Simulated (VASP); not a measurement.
Set up this calculation in VASP 6.6.1, as the native input.

```
Task                   : single point
Functional             : PBE
Potentials or basis    : VASP PAW PBE potentials, release 64 (B, N)
Cutoff                 : 520 eV
k mesh                 : 6 × 6 × 4
Occupations            : gaussian, width 0.01 eV
Spin                   : no spin polarisation
Dipole correction      : no
Further INCAR settings : ALGO = Normal; EDIFF = 1e-06; NBANDS = 16
```

The structure of BN lies in POSCAR:

```
BN
1.0
    2.4913353523      0.0000000000      0.0000000000
   -1.2456676762      2.1575597044      0.0000000000
    0.0000000000      0.0000000000      4.0010591823
B N
2 2
Direct
    0.0000000000      0.0000000000      0.0000000000
    0.0000000000      0.0000000000      0.5000000000
    0.3333333333      0.6666666667      0.2500000000
    0.6666666667      0.3333333333      0.7500000000
```

One way to write it, as run:

INCAR

```
SYSTEM = BN
PREC = Accurate
ENCUT = 520
EDIFF = 1E-6
ISMEAR = 0
SIGMA = 0.01
LREAL = .False.
LASPH = .True.
NELM = 100
ALGO = Normal
ISIF = 2
LWAVE = .False.
LCHARG = .True.
GGA = PE
LELF = .True.
LVHAR = .True.
NBANDS = 16
```

KPOINTS

```
Automatic mesh
0
Gamma
  6 6 4
  0 0 0
```

Potentials or basis: VASP PAW PBE potentials, release 64 (B, N).

Run with:

```bash
$ cat potpaw_PBE.64/B/POTCAR potpaw_PBE.64/N/POTCAR > POTCAR
$ mpirun -np 1 vasp_std > vasp.out
```

It gave:

- Pressure: 4.5 GPa
- Band gap on the k mesh: 1.58 eV, indirect (least direct gap 5.53 eV)

Caveat: the k points lie up to 0.49 Å⁻¹ apart.

Run time: 6.6 s on 1 thread of Intel(R) Xeon(R) Platinum 8259CL CPU @ 2.50GHz (Skylake/Cascade Lake), with other jobs on the host, peak memory 0.13 GiB.
